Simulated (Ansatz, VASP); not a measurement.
## One calculation of ZnS, two programs

```xyz
2
Lattice="0.0000 2.6235 2.7046 2.6235 0.0000 2.7046 2.6235 2.6235 0.0000" Properties=species:S:1:pos:R:3 pbc="T T T"
Zn    0.0000    0.0000    0.0000
S     3.9353    3.9353    4.0570
```

Change from the starting cell: equal xx and yy strain of -3 %.

Alike in both runs: task single point; functional PBEsol; k mesh 8 × 8 × 8; occupations fermi-dirac, width 0.01 eV; no spin polarisation.

|  | VASP | Ansatz |
| --- | --- | --- |
| version | VASP 6.6.1 | Ansatz 0.2.0 |
| potentials or method | VASP PAW PBE potentials, release 64 (Zn, S), cutoff 520 eV | all-electron LAPW, scalar-relativistic |

|  | VASP | Ansatz | Ansatz less VASP |
| --- | --- | --- | --- |
| gap on the k mesh at the Fermi level (eV) | 2.19 | 2.18 | -0.006 |
| pressure (GPa) | 2.8 | 2.6 | -0.20 |
| traceless stress, the component that is largest in VASP (GPa) | -0.88 | -0.88 | -0.006 |

VASP's potentials were made for PBE, not for PBEsol. Ansatz ran all-electron here, and VASP with PAW potentials.
